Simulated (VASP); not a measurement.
# F (Im-3m) in VASP: further runs, part 2 of 2

VASP 6.6.1.

### Step 4. Single point, PBE (volume scaled by 0.5)

Input file INCAR:

```
PREC = Accurate
ENCUT = 520
EDIFF = 1E-6
ISMEAR = -1
SIGMA = 0.08
LREAL = False
LASPH = True
NELM = 80
ALGO = Normal
ISIF = 2
LWAVE = False
LCHARG = False
GGA = PE
NBANDS = 10
```

Input file KPOINTS:

```
regular mesh
0
Gamma
  18 18 18
```

Input file POSCAR:

```
F
1.0
   -1.0825566298      1.0825566298      1.0825566298
    1.0825566298     -1.0825566298      1.0825566298
    1.0825566298      1.0825566298     -1.0825566298
F
1
Direct
    0.0000000000      0.0000000000      0.0000000000
```

Potentials or basis: VASP PAW PBE potentials, release 64 (F).

Command:

```console
$ cat potpaw_PBE.64/F/POTCAR > POTCAR
$ mpirun -np 1 vasp_std > vasp.out
```

OUTCAR:

```text
PREC = Accurate
   ENCUT = 520
   EDIFF = 1E-6
   ISMEAR = -1
   LREAL = False
   LASPH = True
   NELM = 80
   ISIF = 2
   GGA = PE

 ion  position               nearest neighbor table
   1  0.000  0.000  0.000-

  LATTYP: Found a body centered cubic cell.
 ALAT       =     2.1651132596

  Lattice vectors:

 A1 = (  -1.0825566298,   1.0825566298,   1.0825566298)
 A2 = (   1.0825566298,  -1.0825566298,   1.0825566298)
 A3 = (   1.0825566298,   1.0825566298,  -1.0825566298)

Analysis of symmetry for initial positions (statically):
=====================================================================
 Subroutine PRICEL returns:
 Original cell was already a primitive cell.

 Routine SETGRP: Setting up the symmetry group for a
 body centered cubic supercell.

 Subroutine GETGRP returns: Found 48 space group operations
 (whereof 48 operations were pure point group operations)
 out of a pool of 48 trial point group operations.

The static configuration has the point symmetry O_h .

Analysis of symmetry for dynamics (positions and initial velocities):
=====================================================================
 Subroutine PRICEL returns:
 Original cell was already a primitive cell.

 Routine SETGRP: Setting up the symmetry group for a
 body centered cubic supercell.

 Subroutine GETGRP returns: Found 48 space group operations
 (whereof 48 operations were pure point group operations)
 out of a pool of 48 trial point group operations.

The dynamic configuration has the point symmetry O_h .

 Subroutine INISYM returns: Found 48 space group operations
 (whereof 48 operations are pure point group operations),
 and found     1 'primitive' translations

----------------------------------------------------------------------------------------

[... 106 lines left out ...]
   EFERMI_NEDOS =   21; number of points for ismear=-14 and -15
   IALGO  =     38    algorithm
   IMIX   =      4    mixing-type and parameters
     AMIX     =   0.40;   BMIX     =  1.00
     AMIX_MAG =   1.60;   BMIX_MAG =  1.00
  volume/ion in A,a.u.               =       5.07        34.25
  Fermi-wavevector in a.u.,A,eV,Ry     =   1.822371  3.443783 45.185458  3.321037
  Thomas-Fermi vector in A             =   2.878540
   LORBIT       =      0    0 simple, 1 ext, 2 COOP (PROOUT), +10 PAW based schemes
   GGA     = PE    functional components
   LHFCALC =     F    Hartree Fock is set to
   AEXX    =    0.0000 exact exchange contribution
   IVDW    =     0    specifies the selected vdW correction
   LEPSILON=     F    determine dielectric tensor
   LRPA    =     F    only Hartree local field effects (RPA)
 non-spin polarized calculation
  energy-cutoff  :      520.00
  volume of cell :        5.07
 maximum number of plane-waves:       148
 NGX is ok and might be reduce to    14
   NGX =  7   NGY =  7   NGZ =  7

 number of electron       7.0000008 magnetization

 Free energy of the ion-electron system (eV)
  ---------------------------------------------------
  ext. energy  EPLUGINS =         0.00000000
  ---------------------------------------------------
  free energy    TOTEN  =         0.89852594 eV

  energy without entropy =        0.92391718  energy(sigma->0) =        0.91122156

 E-fermi :   5.9102     XC(G=0): -14.5692

 val. band max:        5.9099282640   @ k =   0.2778   0.2222   0.0000
 cond. band min:       5.9137104240   @ k =  -0.4444   0.4444   0.1111
 fundamental gap:      0.0037821600
 Fermi energy:         5.9101906061

 k-point     1 :       0.0000    0.0000    0.0000
  band No.  band energies     occupation
      1     -23.3787      2.00000
      2       7.2017      0.00000
      3       7.2018      0.00000
      4       7.2018      0.00000
      5      29.8387      0.00000
      6      52.2244      0.00000
      7      52.2244      0.00000
      8      52.2244      0.00000
      9      57.1486      0.00000
     10      57.1486      0.00000
[... 287 lines left out ...]
 k-point    24 :       0.3889    0.1111    0.0000
  band No.  band energies     occupation
      1     -16.7980      2.00000
      2      -3.8568      2.00000
      3       3.7075      2.00000
      4       6.2420      0.03111
      5      31.7757      0.00000
      6      38.6074      0.00000
      7      39.6012      0.00000
      8      54.3374      0.00000
      9      65.5786      0.00000
     10      67.5508      0.00000

 [... further k-points ...]
[... 5 lines left out ...]
  --------------------------------------------------------------------------------------
  -------------------------------------------------------------------------------------
  Total        6.8894317      6.8894317      6.8894317     -0.0000000     -0.0000000      0.0000000
  in kB     2175.1144617   2175.1144617   2175.1144617     -0.0000000     -0.0000000      0.0000000
  external PRESSURE =    2175.1144617 kB  Pullay stress =       0.0000000 kB

 VOLUME and BASIS-vectors are now :
 -----------------------------------------------------------------------------
  energy-cutoff  :      520.00
  volume of cell :        5.07
      direct lattice vectors                 reciprocal lattice vectors
    -1.082556630  1.082556630  1.082556630     0.000000000  0.461869602  0.461869602
     1.082556630 -1.082556630  1.082556630     0.461869602  0.000000000  0.461869602
     1.082556630  1.082556630 -1.082556630     0.461869602  0.461869602  0.000000000

 POSITION                                       TOTAL-FORCE (eV/Angst)
 -----------------------------------------------------------------------------------
      0.00000      0.00000      0.00000         0.000000      0.000000     -0.000000
 -----------------------------------------------------------------------------------
    total drift:                               -0.000000     -0.000000     -0.000000

  FREE ENERGIE OF THE ION-ELECTRON SYSTEM (eV)
  ---------------------------------------------------
  free  energy   TOTEN  =         0.8985259377 eV

  energy  without entropy=        0.9239171801  energy(sigma->0) =        0.91122156
```

Run time: 2.9 s. Hardware: 1 thread of Intel Xeon Platinum 8488C (Sapphire Rapids), shared host; peak memory 0.11 GiB.

Results:

* Free energy: 0.8985 eV
* Pressure: 217.5 GPa

Levels at points of the mesh, in eV from the Fermi level:
```csv
k point,band 1,band 2,band 3,band 4,band 5,band 6,band 7
"(0.00, 0.00, 0.00)",-29.29,1.29,1.29,1.29,23.93,46.31,46.31
"(0.50, 0.00, 0.00)",-22.58,-10.61,-1.51,0.77,24.71,33.38,33.96
"(0.50, 0.50, 0.50)",-18.72,-5.38,-5.38,-5.38,20.91,20.91,46.54
```

Caveat: an odd number of electrons without spin polarisation forces a metal; a magnetic or distorted state may lie lower.

### Step 5. Single point, PBE (volume scaled by 0.58)

Input file INCAR:

```
SYSTEM = F
PREC = Accurate ; ENCUT = 520
EDIFF = 1E-7 ; ISMEAR = -1
SIGMA = 0.08 ; LREAL = .FALSE.
LASPH = .TRUE. ; NELM = 100
ALGO = Normal ; ISIF = 2
LWAVE = .FALSE. ; LCHARG = .FALSE.
GGA = PE ; NBANDS = 10
```

Input file KPOINTS:

```
Automatic mesh
0
G
  18 18 18
  0 0 0
```

Input file POSCAR:

```
F
1.0
   -1.1374612763      1.1374612763      1.1374612763
    1.1374612763     -1.1374612763      1.1374612763
    1.1374612763      1.1374612763     -1.1374612763
F
1
Direct
    0.0000000000      0.0000000000      0.0000000000
```

Command:

```console
$ cat potpaw_PBE.64/F/POTCAR > POTCAR
$ mpirun -np 1 vasp_std > vasp.out
```

It took 4 s on 1 thread of Intel Xeon Platinum 8488C (Sapphire Rapids), shared host; peak memory 0.11 GiB.

It converged, with:

```
Free energy : 0.0683 eV
Pressure    : 117.8 GPa
```

Levels at points of the mesh, in eV from the Fermi level:
| k point | band 1 | band 2 | band 3 | band 4 | band 5 | band 6 | band 7 | band 8 |
| --- | --- | --- | --- | --- | --- | --- | --- | --- |
| (0.00, 0.00, 0.00) | -26.98 | 1.04 | 1.04 | 1.04 | 20.80 | 43.98 | 43.98 | 43.98 |
| (0.50, 0.00, 0.00) | -21.81 | -8.67 | -1.23 | 0.64 | 23.52 | 30.44 | 32.82 | 45.14 |
| (0.50, 0.50, 0.50) | -18.92 | -4.39 | -4.39 | -4.39 | 21.01 | 21.01 | 42.68 | 42.68 |

Caveat: an odd number of electrons without spin polarisation forces a metal; a magnetic or distorted state may lie lower.

### Step 6. Summary

| cell | gap on the mesh (eV) | pressure (GPa) |
| --- | --- | --- |
| a = 1.783 Å, angles 109.5°, 1 atom | none | 380.6 |
| a = 1.875 Å, angles 109.5°, 1 atom | none | 217.5 |
| a = 1.970 Å, angles 109.5°, 1 atom | none | 117.8 |

Alike in all rows: task single point; level PBE; potentials or basis VASP PAW PBE potentials, release 64 (F); no spin polarisation; k mesh 18 × 18 × 18; cutoff (eV) 520; smearing fermi-dirac 0.08 eV.

Caveats: an odd number of electrons without spin polarisation forces a metal; a magnetic or distorted state may lie lower.

Total energies depend on the potentials used, so only differences within one code and one set of settings carry meaning.
